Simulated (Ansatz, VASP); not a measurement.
## Two plane-wave programs on NaF

Contents of INCAR:

```
SYSTEM = NaF
ALGO = Normal
EDIFF = 1E-7
ENCUT = 520
GGA = PE
ISIF = 2
ISMEAR = 0
LASPH = .True.
LCHARG = .True.
LELF = .True.
LREAL = .False.
LVHAR = .True.
LWAVE = .False.
NBANDS = 14
NELM = 80
PREC = Accurate
SIGMA = 0.05
```

File KPOINTS:

```
k-points
0
Gamma
  8 8 8
  0 0 0
```

POSCAR

```
NaF
1.0
    0.0000000000      2.2652175000      2.3233000000
    2.2652175000      0.0000000000      2.3233000000
    2.2652175000      2.2652175000      0.0000000000
Na F
1 1
Direct
    0.0000000000      0.0000000000      0.0000000000
    0.5000000000      0.5000000000      0.5000000000
```

Input for Ansatz:

```yaml
crystal:
  lattice:
    - [0.0, 2.2652175, 2.3233]
    - [2.2652175, 0.0, 2.3233]
    - [2.2652175, 2.2652175, 0.0]
  atoms:
    - { symbol: Na, position: [0.0, 0.0, 0.0] }
    - { symbol: F, position: [0.5, 0.5, 0.5] }
basis:
  ecutwfc: 420
kpoints:
  mp_grid: { grid: [8, 8, 8] }
hamiltonian:
  xc: pbe
scf:
  occupations: { method: gaussian, width: 0.05 }
output:
  forces: true
  stress: true
  eigenvalues: true
```

Change from the starting cell: strain -0.025 along x and y, +0.000 along z, atoms carried along.

Alike in both runs: task single point; functional PBE; k mesh 8 × 8 × 8; occupations gaussian, width 0.05 eV; no spin polarisation.

```csv
,VASP,Ansatz
version,VASP 6.6.1,Ansatz 0.2.0
potentials or method,"VASP PAW PBE potentials, release 64 (Na_pv, F), cutoff 520 eV","scalar-relativistic, plane waves, PAW"
valence electrons in the cell,14,16
```

```tsv
	VASP	Ansatz	Ansatz less VASP
gap on the k mesh at the Fermi level (eV)	6.53	6.55	+0.017
least direct gap on the mesh (eV)	6.53	6.55	+0.017
pressure (GPa)	4.7	4.8	+0.07
traceless stress, the component that is largest in VASP (GPa)	-1.80	-1.74	+0.057
```

The functional is the same, so the differences come from potentials, cutoffs and numerics. VASP's potentials hold 14 valence electrons a cell and Ansatz's 16, so a difference there can come from the potentials and not from the codes.
